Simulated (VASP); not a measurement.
Here is a VASP 6.6.1 calculation.

The input POSCAR:

```
CdSe
1.0
    0.0000000000      3.1304876799      3.1304876799
    3.1304876799      0.0000000000      3.1304876799
    3.1304876799      3.1304876799      0.0000000000
Cd Se
1 1
Direct
    0.0000000000      0.0000000000      0.0000000000
    0.7500000000      0.7500000000      0.7500000000
```

The input INCAR.step1:

```
SYSTEM = CdSe
ALGO     = Normal         ! electronic algorithm
EDIFF    = 1E-4           ! SCF threshold, eV
ENCUT    = 520            ! plane-wave cutoff, eV
GGA      = PE             ! functional
ISMEAR   = 0              ! smearing method
LASPH    = .True.         ! aspherical terms in the spheres
LCHARG   = .False.        ! write CHGCAR
LREAL    = .False.        ! projectors in reciprocal space
LWAVE    = .True.         ! write WAVECAR
NBANDS   = 16             ! bands
NELM     = 80             ! most SCF steps
PREC     = Accurate       ! precision mode
SIGMA    = 0.01           ! smearing width, eV
```

Contents of INCAR.step2:

```
SYSTEM = CdSe
ALGO     = Normal         ! electronic algorithm
EDIFF    = 1E-6           ! SCF threshold, eV
ENCUT    = 520            ! plane-wave cutoff, eV
ISIF     = 2              ! what is computed and relaxed
ISMEAR   = 0              ! smearing method
ISTART   = 1            
LASPH    = .True.         ! aspherical terms in the spheres
LCHARG   = .False.        ! write CHGCAR
LMIXTAU  = .True.       
LREAL    = .False.        ! projectors in reciprocal space
LWAVE    = .False.        ! write WAVECAR
METAGGA  = R2SCAN         ! meta-GGA
NBANDS   = 16             ! bands
NELM     = 80             ! most SCF steps
PREC     = Accurate       ! precision mode
SIGMA    = 0.01           ! smearing width, eV
```

Contents of KPOINTS:

```
k-points
0
Gamma
  6 6 6
  0 0 0
```

Potentials or basis: VASP PAW PBE potentials, release 64 (Cd, Se).

The run is started by

```console
$ cat potpaw_PBE.64/Cd/POTCAR potpaw_PBE.64/Se/POTCAR > POTCAR
$ cp INCAR.step1 INCAR
$ mpirun -np 1 vasp_std > vasp.out
$ cp INCAR.step2 INCAR
$ mpirun -np 1 vasp_std > vasp.out
```

Problem. What does it give for the band gap on the k mesh?

Solution. 0.89 eV, direct.

Problem. What does it give for the pressure?

Solution. -2.6 GPa.

Caveat: the PAW data sets were made with another functional, which shifts forces and pressure a little. r2SCAN opens gaps a little over a GGA but as a rule still falls short of measured ones.
